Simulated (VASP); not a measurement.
# Al3B2As (P4mm) in VASP: further runs, part 2 of 2

VASP 6.6.1. The steps go on from the part before.

### Step 3. Single point, PBE

This run uses another cell than the first one, of 17.37 Å³/atom.

The input, INCAR:

```
PREC = Accurate ; ENCUT = 520
EDIFF = 1E-6 ; ISMEAR = 0
SIGMA = 0.1 ; LREAL = False
LASPH = True ; NELM = 100
ALGO = Normal ; ISIF = 2
LWAVE = False ; LCHARG = True
GGA = PE ; LELF = True
LVHAR = True ; NBANDS = 19
```

The input, KPOINTS:

```
regular mesh
0
Gamma
  6 6 2
```

The input, POSCAR:

```
Al3B2As
1.0
    3.1025026300      0.0000000000      0.0000000000
    0.0000000000      3.1025026300      0.0000000000
    0.0000000000      0.0000000000     10.8304275200
Al B As
3 2 1
Direct
    0.0000000000      0.0000000000      0.6514509300
    0.0000000000      0.0000000000      0.3293667700
    0.5000000000      0.5000000000      0.8522117700
    0.0000000000      0.0000000000      0.0241090300
    0.5000000000      0.5000000000      0.4912769800
    0.5000000000      0.5000000000      0.1515834800
```

Potentials or basis: VASP PAW PBE potentials, release 64 (Al, B, As).

Command:

```bash
cat potpaw_PBE.64/Al/POTCAR potpaw_PBE.64/B/POTCAR potpaw_PBE.64/As/POTCAR > POTCAR
mpirun -np 1 vasp_std > vasp.out
```

OUTCAR:

```text
PREC = Accurate
   ENCUT = 520
   EDIFF = 1E-6
   ISMEAR = 0
   LREAL = False
   LASPH = True
   NELM = 100
   ISIF = 2
   GGA = PE

 ion  position               nearest neighbor table
   1  0.000  0.000  0.651-   3 3.09   3 3.09   3 3.09   3 3.09
   2  0.000  0.000  0.329-   6 2.92   6 2.92   6 2.92   6 2.92
   3  0.500  0.500  0.852-   1 3.09   1 3.09   1 3.09   1 3.09
   4  0.000  0.000  0.024-
   5  0.500  0.500  0.491-
   6  0.500  0.500  0.152-   2 2.92   2 2.92   2 2.92   2 2.92

  LATTYP: Found a simple tetragonal cell.
 ALAT       =     3.1025026300
 C/A-ratio  =     3.4908681189

  Lattice vectors:

 A1 = (   3.1025026300,   0.0000000000,   0.0000000000)
 A2 = (   0.0000000000,   3.1025026300,   0.0000000000)
 A3 = (   0.0000000000,   0.0000000000,  10.8304275200)

Analysis of symmetry for initial positions (statically):
=====================================================================
 Subroutine PRICEL returns:
 Original cell was already a primitive cell.

 Routine SETGRP: Setting up the symmetry group for a
 simple tetragonal supercell.

 Subroutine GETGRP returns: Found  8 space group operations
 (whereof  8 operations were pure point group operations)
 out of a pool of 16 trial point group operations.

The static configuration has the point symmetry C_4v.

Analysis of symmetry for dynamics (positions and initial velocities):
=====================================================================
 Subroutine PRICEL returns:
 Original cell was already a primitive cell.

 Routine SETGRP: Setting up the symmetry group for a
 simple tetragonal supercell.

 Subroutine GETGRP returns: Found  8 space group operations
 (whereof  8 operations were pure point group operations)
 out of a pool of 16 trial point group operations.

The dynamic configuration has the point symmetry C_4v.

 Subroutine INISYM returns: Found  8 space group operations
 (whereof  8 operations are pure point group operations),
 and found     1 'primitive' translations

----------------------------------------------------------------------------------------

                                     Primitive cell

  volume of cell :     104.2485

  direct lattice vectors                    reciprocal lattice vectors
     3.102502630  0.000000000  0.000000000     0.322320436  0.000000000  0.000000000
     0.000000000  3.102502630  0.000000000     0.000000000  0.322320436  0.000000000
     0.000000000  0.000000000 10.830427520     0.000000000  0.000000000  0.092332459

  length of vectors
     3.102502630  3.102502630 10.830427520     0.322320436  0.322320436  0.092332459

  position of ions in fractional coordinates (direct lattice)
     0.000000000  0.000000000  0.651450930
     0.000000000  0.000000000  0.329366770
     0.500000000  0.500000000  0.852211770
     0.000000000  0.000000000  0.024109030
     0.500000000  0.500000000  0.491276980
     0.500000000  0.500000000  0.151583480

  ion indices of the primitive-cell ions
   primitive index   ion index
                 1           1
                 2           2
                 3           3
                 4           4
                 5           5
                 6           6

----------------------------------------------------------------------------------------
[... 30 lines left out ...]
  0.500000  0.000000  0.000000      2.000000
  0.166667  0.166667  0.000000      4.000000
  0.333333  0.166667  0.000000      8.000000
[... 12 lines left out ...]
  0.500000  0.333333  0.500000      4.000000
  0.500000  0.500000  0.500000      1.000000
   k-points           NKPTS =     20   k-points in BZ     NKDIM =     20   number of bands    NBANDS=     19
   number of dos      NEDOS =    301   number of ions     NIONS =      6
   total plane-waves  NPLWV =  48384
   dimension x,y,z NGX =    24 NGY =   24 NGZ =   84
   dimension x,y,z NGXF=    48 NGYF=   48 NGZF=  168
   ions per type =               3   2   1
   NGX,Y,Z   is equivalent  to a cutoff of  12.86, 12.86, 12.89 a.u.
   NGXF,Y,Z  is equivalent  to a cutoff of  25.72, 25.72, 25.79 a.u.
 SYSTEM =  unknown system
   PREC   = accura    normal or accurate (medium, high low for compatibility)
   ISTART =      0    job   : 0-new  1-cont  2-samecut
   ICHARG =      2    charge: 1-file 2-atom 10-const
   ISPIN  =      1    spin polarized calculation?
   LNONCOLLINEAR =      F non collinear calculations
   LSORBIT =      F    spin-orbit coupling
   LASPH  =      T    aspherical Exc in radial PAW
   ENCUT  =  520.0 eV  38.22 Ry    6.18 a.u.   5.77  5.77 20.14*2*pi/ulx,y,z
   NELM   =    100;   NELMIN=  2; NELMDL= -5     # of ELM steps
   EDIFF  = 0.1E-05   stopping-criterion for ELM
   LREAL  =      F    real-space projection
   EDIFFG = 0.1E-04   stopping-criterion for IOM
   NSW    =      0    number of steps for IOM
   IBRION =     -1    ionic relax: 0-MD 1-quasi-New 2-CG
   NFREE  =      0    steps in history (QN), initial steepest desc. (CG)
   ISIF   =      2    stress and relaxation
   ISYM   =      2    0-nonsym 1-usesym 2-fastsym
   POTIM  = 0.5000    time-step for ionic-motion
   TEBEG  =    0.0;   TEEND  =   0.0 temperature during run
   PSTRESS=    0.0 pullay stress
   NELECT =      20.0000    total number of electrons
   NUPDOWN=      -1.0000    fix difference up-down
   EMIN   =  10.00;   EMAX   =-10.00  energy-range for DOS
   EFERMI =   0.00;   METHOD = LEGACY
   ISMEAR =     0;   SIGMA  =   0.10  broadening in eV -4-tet -1-fermi 0-gaus
   EFERMI_NEDOS =   21; number of points for ismear=-14 and -15
   IALGO  =     38    algorithm
   IMIX   =      4    mixing-type and parameters
     AMIX     =   0.40;   BMIX     =  1.00
     AMIX_MAG =   1.60;   BMIX_MAG =  1.00
  volume/ion in A,a.u.               =      17.37       117.25
  Fermi-wavevector in a.u.,A,eV,Ry     =   0.944195  1.784269 12.129641  0.891503
  Thomas-Fermi vector in A             =   2.071976
   LORBIT       =      0    0 simple, 1 ext, 2 COOP (PROOUT), +10 PAW based schemes
   GGA     = PE    functional components
   LHFCALC =     F    Hartree Fock is set to
   AEXX    =    0.0000 exact exchange contribution
   IVDW    =     0    specifies the selected vdW correction
   LEPSILON=     F    determine dielectric tensor
   LRPA    =     F    only Hartree local field effects (RPA)
 non-spin polarized calculation
 Gauss-broadening in eV      SIGMA  =   0.10
  energy-cutoff  :      520.00
  volume of cell :      104.25
 maximum number of plane-waves:      2848
 NGX is ok and might be reduce to    24
   NGX = 11   NGY = 11   NGZ = 41

 number of electron      20.0000001 magnetization

 Free energy of the ion-electron system (eV)
  ---------------------------------------------------
  ext. energy  EPLUGINS =         0.00000000
  ---------------------------------------------------
  free energy    TOTEN  =       -23.27846419 eV

  energy without entropy =      -23.26112122  energy(sigma->0) =      -23.26979271

 E-fermi :   5.3433     XC(G=0):  -9.8486

 val. band max:        5.3012715162   @ k =   0.3333   0.1667   0.0000
 cond. band min:       5.3576957768   @ k =   0.1667   0.1667   0.5000
 fundamental gap:      0.0564242606
 Fermi energy:         5.3432959385

 k-point     1 :       0.0000    0.0000    0.0000
  band No.  band energies     occupation
      1      -8.3092      2.00000
      2      -4.2084      2.00000
      3      -3.7468      2.00000
      4      -0.9220      2.00000
      5      -0.5879      2.00000
      6       4.1808      2.00000
[... 417 lines left out ...]
      6       2.6209      2.00000
[... 11 lines left out ...]
     18       8.6839      0.00000
     19       9.0454      0.00000

------------------------ aborting loop because EDIFF is reached ----------------------------------------

  FORCE on cell =-STRESS in cart. coord.  units (eV):
  Direction    XX          YY          ZZ          XY          YZ          ZX
  --------------------------------------------------------------------------------------
  -------------------------------------------------------------------------------------
  Total      -10.0556371    -10.0556371     -8.9551829      0.0000000      0.0000000      0.0000000
  in kB     -154.5433267   -154.5433267   -137.6306383      0.0000000      0.0000000      0.0000000
  external PRESSURE =    -148.9057639 kB  Pullay stress =       0.0000000 kB

 VOLUME and BASIS-vectors are now :
 -----------------------------------------------------------------------------
  energy-cutoff  :      520.00
  volume of cell :      104.25
      direct lattice vectors                 reciprocal lattice vectors
     3.102502630  0.000000000  0.000000000     0.322320436  0.000000000  0.000000000
     0.000000000  3.102502630  0.000000000     0.000000000  0.322320436  0.000000000
     0.000000000  0.000000000 10.830427520     0.000000000  0.000000000  0.092332459

 POSITION                                       TOTAL-FORCE (eV/Angst)
 -----------------------------------------------------------------------------------
      0.00000      0.00000      7.05549         0.000000     -0.000000     -0.821218
      0.00000      0.00000      3.56718         0.000000      0.000000      1.340127
      1.55125      1.55125      9.22982         0.000000      0.000000      0.592996
      0.00000      0.00000      0.26111        -0.000000     -0.000000     -0.266920
      1.55125      1.55125      5.32074         0.000000     -0.000000      0.014953
      1.55125      1.55125      1.64171         0.000000      0.000000     -0.859938
 -----------------------------------------------------------------------------------
    total drift:                                0.000000     -0.000000     -0.000282

  FREE ENERGIE OF THE ION-ELECTRON SYSTEM (eV)
  ---------------------------------------------------
  free  energy   TOTEN  =       -23.2784641858 eV

  energy  without entropy=      -23.2611212243  energy(sigma->0) =      -23.26979271
```

stdout:

```text
POSCAR found type information on POSCAR AlB As
 POSCAR found :  3 types and       6 ions
 scaLAPACK will be used
 LDA part: xc-table for (Slater+PW92), standard interpolation
 POSCAR, INCAR and KPOINTS ok, starting setup
 FFT: planning ... GRIDC
 FFT: planning ... GRID_SOFT
 FFT: planning ... GRID
 WAVECAR not read
 entering main loop
```

It took 15 s on 1 thread of Intel Xeon 6975P-C (Granite Rapids), shared host; peak memory 0.22 GiB.

What came out:

```
Free energy            : -23.2785 eV
Pressure               : -14.9 GPa
Largest force          : 1.340 eV/Å
Band gap on the k mesh : zero (bands 10 and 11 overlap by 3.73 eV)
```

Forces in eV/Å, atoms in the order of the input:
```
Al   0.000  0.000 -0.821
Al   0.000  0.000  1.340
Al   0.000  0.000  0.593
B    0.000  0.000 -0.267
B    0.000  0.000  0.015
As   0.000  0.000 -0.860
```

Levels at points of the mesh, in eV from the Fermi level:
```csv
k point,band 7,band 8,band 9,band 10,band 11,band 12,band 13,band 14
"(0.00, 0.00, 0.00)",-0.36,0.08,0.08,2.36,2.36,2.46,4.02,4.02
"(0.50, 0.00, 0.00)",-3.12,-2.43,-2.33,-1.86,1.95,2.85,2.96,3.08
"(0.50, 0.50, 0.00)",-2.55,-1.87,-1.68,-1.68,-1.37,-1.13,0.18,0.75
"(0.00, 0.00, 0.50)",0.08,0.08,1.14,2.34,2.34,2.45,4.14,4.14
"(0.50, 0.00, 0.50)",-4.21,-3.90,-0.76,0.04,0.08,0.81,2.85,3.08
"(0.50, 0.50, 0.50)",-2.72,-1.69,-1.56,-0.94,-0.94,-0.74,-0.47,-0.47
```

Caveat: the cell stands under tension; forces of over 1 eV/Å act on the atoms, so gaps and moduli don't describe the material at rest.

### Step 4. Single point, PBE

This run uses another cell than the first one, of 13.25 Å³/atom.

The input, INCAR:

```
SYSTEM = Al3B2As
PREC = Accurate ; ENCUT = 520
EDIFF = 1E-6 ; ISMEAR = 0
SIGMA = 0.1 ; LREAL = .False.
LASPH = .True. ; NELM = 100
ALGO = Normal ; ISIF = 2
LWAVE = .False. ; LCHARG = .False.
GGA = PE ; NBANDS = 19
```

The input, KPOINTS:

```
Automatic mesh
0
Gamma
  14 14 4
  0 0 0
```

The input, POSCAR:

```
Al3B2As
1.0
    2.8115020971      0.0000000000      0.0000000000
    0.0000000000      2.8115020971      0.0000000000
    0.0000000000      0.0000000000     10.0552230296
Al B As
3 2 1
Direct
    0.0000000000      0.0000000000      0.6415726585
    0.0000000000      0.0000000000      0.3712394660
    0.5000000000      0.5000000000      0.8572460343
    0.0000000000      0.0000000000      0.9917976632
    0.5000000000      0.5000000000      0.4988349988
    0.5000000000      0.5000000000      0.1393081391
```

Potentials or basis: VASP PAW PBE potentials, release 64 (Al, B, As).

Command:

```bash
cat potpaw_PBE.64/Al/POTCAR potpaw_PBE.64/B/POTCAR potpaw_PBE.64/As/POTCAR > POTCAR
mpirun -np 1 vasp_std > vasp.out
```

OUTCAR:

```text
SYSTEM = Al3B2As
   PREC = Accurate
   ENCUT = 520
   EDIFF = 1E-6
   ISMEAR = 0
   LREAL = .False.
   LASPH = .True.
   NELM = 100
   ISIF = 2
   GGA = PE

 ion  position               nearest neighbor table
   1  0.000  0.000  0.642-   5 2.45   5 2.45   5 2.45   5 2.45   2 2.72   3 2.94   3 2.94   3 2.94
                             3 2.94
   2  0.000  0.000  0.371-   5 2.37   5 2.37   5 2.37   5 2.37   1 2.72   6 3.06   6 3.06   6 3.06
                             6 3.06
   3  0.500  0.500  0.857-   4 2.40   4 2.40   4 2.40   4 2.40   6 2.84   1 2.94   1 2.94   1 2.94
                             1 2.94
   4  0.000  0.000  0.992-   3 2.40   3 2.40   3 2.40   3 2.40   6 2.48   6 2.48   6 2.48   6 2.48

   5  0.500  0.500  0.499-   2 2.37   2 2.37   2 2.37   2 2.37   1 2.45   1 2.45   1 2.45   1 2.45
[... 740 lines left out ...]
  Total        0.0228788      0.0228788      0.0273498      0.0000000      0.0000000      0.0000000
  in kB        0.4611847      0.4611847      0.5513099      0.0000000      0.0000000      0.0000000
  external PRESSURE =       0.4912264 kB  Pullay stress =       0.0000000 kB

 VOLUME and BASIS-vectors are now :
 -----------------------------------------------------------------------------
  energy-cutoff  :      520.00
  volume of cell :       79.48
      direct lattice vectors                 reciprocal lattice vectors
     2.811502097  0.000000000  0.000000000     0.355681755  0.000000000  0.000000000
     0.000000000  2.811502097  0.000000000     0.000000000  0.355681755  0.000000000
     0.000000000  0.000000000 10.055223030     0.000000000  0.000000000  0.099450803

 POSITION                                       TOTAL-FORCE (eV/Angst)
 -----------------------------------------------------------------------------------
      0.00000      0.00000      6.45116         0.000000      0.000000     -0.000767
      0.00000      0.00000      3.73290         0.000000      0.000000      0.002794
      1.40575      1.40575      8.61980         0.000000     -0.000000     -0.001115
      0.00000      0.00000      9.97275         0.000000      0.000000     -0.011450
      1.40575      1.40575      5.01590         0.000000     -0.000000      0.002902
      1.40575      1.40575      1.40077         0.000000      0.000000      0.007636
 -----------------------------------------------------------------------------------
    total drift:                                0.000000     -0.000000      0.000177

  FREE ENERGIE OF THE ION-ELECTRON SYSTEM (eV)
  ---------------------------------------------------
  free  energy   TOTEN  =       -25.4420477187 eV

  energy  without entropy=      -25.4334122553  energy(sigma->0) =      -25.43772999
```

OSZICAR:

```text
N       E                     dE             d eps       ncg     rms          rms(c)
DAV:   1     0.295105084536E+02    0.29511E+02   -0.80928E+03  4104   0.902E+02
DAV:   2    -0.242710432238E+02   -0.53782E+02   -0.51166E+02  5382   0.131E+02
DAV:   3    -0.270053386233E+02   -0.27343E+01   -0.26783E+01  5332   0.260E+01
DAV:   4    -0.270339794829E+02   -0.28641E-01   -0.28518E-01  5263   0.281E+00
DAV:   5    -0.270342480872E+02   -0.26860E-03   -0.26856E-03  5141   0.305E-01    0.575E+00
DAV:   6    -0.257416831959E+02    0.12926E+01   -0.11499E+01  5381   0.125E+01    0.305E+00
DAV:   7    -0.254877193849E+02    0.25396E+00   -0.22644E+00  5209   0.644E+00    0.188E+00
DAV:   8    -0.254531116830E+02    0.34608E-01   -0.19158E-01  5081   0.231E+00    0.113E+00
DAV:   9    -0.254431349748E+02    0.99767E-02   -0.35155E-02  5418   0.964E-01    0.248E-01
DAV:  10    -0.254421870110E+02    0.94796E-03   -0.50382E-03  4907   0.363E-01    0.986E-02
DAV:  11    -0.254420618826E+02    0.12513E-03   -0.65090E-04  5475   0.129E-01    0.499E-02
DAV:  12    -0.254420480485E+02    0.13834E-04   -0.13197E-04  5294   0.606E-02    0.171E-02
DAV:  13    -0.254420480081E+02    0.40397E-07   -0.11273E-05  4760   0.184E-02    0.633E-03
DAV:  14    -0.254420477187E+02    0.28938E-06   -0.82262E-07  2691   0.471E-03
   1 F= -.25442048E+02 E0= -.25437730E+02  d E =-.863546E-02
```

stdout:

```text
POSCAR found type information on POSCAR AlB As
 POSCAR found :  3 types and       6 ions
 scaLAPACK will be used
 LDA part: xc-table for (Slater+PW92), standard interpolation
 POSCAR, INCAR and KPOINTS ok, starting setup
 FFT: planning ... GRIDC
 FFT: planning ... GRID_SOFT
 FFT: planning ... GRID
 WAVECAR not read
 entering main loop
```

It took 55 s on 1 thread of Intel Xeon 6975P-C (Granite Rapids), shared host; peak memory 0.31 GiB.

What came out:

| Item | Value |
| --- | --- |
| Free energy | -25.4420 eV |
| Pressure | 0.0 GPa |
| Largest force | 0.011 eV/Å |
| Band gap on the k mesh | zero (bands 10 and 11 overlap by 3.75 eV) |

Forces on the atoms (eV/Å):
```
Al   0.000  0.000 -0.001
Al   0.000  0.000  0.003
Al   0.000  0.000 -0.001
B    0.000  0.000 -0.011
B    0.000  0.000  0.003
As   0.000  0.000  0.008
```

Levels at points of the mesh, in eV from the Fermi level:
```tsv
k point	band 7	band 8	band 9	band 10	band 11	band 12	band 13	band 14
(0.00, 0.00, 0.00)	0.15	0.96	0.96	2.02	2.02	4.67	5.15	5.15
(0.50, 0.00, 0.00)	-3.90	-2.74	-2.55	-2.10	2.12	3.54	3.79	3.88
(0.50, 0.50, 0.00)	-4.23	-2.23	-2.23	-1.89	-1.51	-1.17	-0.03	0.75
(0.00, 0.00, 0.50)	0.96	0.96	2.00	2.00	2.39	3.95	5.21	5.21
(0.50, 0.00, 0.50)	-5.00	-3.81	-1.07	-0.16	0.26	1.28	3.79	3.88
(0.50, 0.50, 0.50)	-4.26	-1.87	-1.87	-1.78	-1.53	-0.73	-0.72	-0.28
```

### Step 5. Summary

| cell | k mesh | gap on the mesh (eV) | pressure (GPa) | largest force (eV/Å) |
| --- | --- | --- | --- | --- |
| a = 2.832, b = 2.832, c = 9.860 Å, 6 atoms, atomic positions A | 6 × 6 × 2 | none | 0.0 | 0.04 |
| a = 3.103, b = 3.103, c = 10.830 Å, 6 atoms, atomic positions B | 6 × 6 × 2 | none | -14.9 | 1.34 |
| a = 2.812, b = 2.812, c = 10.055 Å, 6 atoms, atomic positions C | 14 × 14 × 4 | none | 0.0 | 0.01 |

Alike in all rows: task single point; level PBE; potentials or basis VASP PAW PBE potentials, release 64 (Al, B, As); no spin polarisation; cutoff (eV) 520; smearing gaussian 0.1 eV.

Caveats: some runs use coarse meshes; the cell stands under tension (at least some runs); forces of over 1 eV/Å act on the atoms, so gaps and moduli don't describe the material at rest (at least some runs).

Absolute energies hang on the potentials; compare differences alone.

The gap in the log of VASP goes by the Fermi energy; the results here count the filled bands.